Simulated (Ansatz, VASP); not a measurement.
GdN: VASP beside Ansatz

```xyz
2
Lattice="0.0000 2.7036 2.7036 2.7036 0.0000 2.7036 2.7036 2.7036 0.0000" Properties=species:S:1:pos:R:3 pbc="T T T"
Gd    0.0000    0.0000    0.0000
N     1.3518    1.3518    1.3518
```

Change from the starting cell: volume scaled by 1.04, PAW files.

Alike in both runs: task electric field gradients; functional PBE; k mesh 12 × 12 × 12; occupations fermi-dirac, width 0.03 eV; collinear spin.

|  | VASP | Ansatz |
| --- | --- | --- |
| version | VASP 6.6.1 | Ansatz 0.2.0 |
| potentials or method | VASP PAW PBE potentials, release 64 (Gd, N) | PAW with Ansatz's default frozen-core files, scalar-relativistic |
| plane-wave cutoff (eV) | 520 | 420 |
| valence electrons in the cell | 23 | 23 |

|  | VASP | Ansatz | Ansatz less VASP |
| --- | --- | --- | --- |
| gap on the k mesh at the Fermi level (eV) | 1.15 | 1.15 | -0.008 |
| pressure (GPa) | -3.7 | -3.8 | -0.11 |
| net moment per atom (μB) | 3.50 | 3.50 | 0.000 |
| size of the moment on the site where the two differ most (μB) | 6.79 | 6.81 | +0.019 |

Site moments also hang on the region over which each program counts them. The functional is the same, so the differences come from potentials, cutoffs and numerics.

Neither program's run includes spin-orbit coupling.
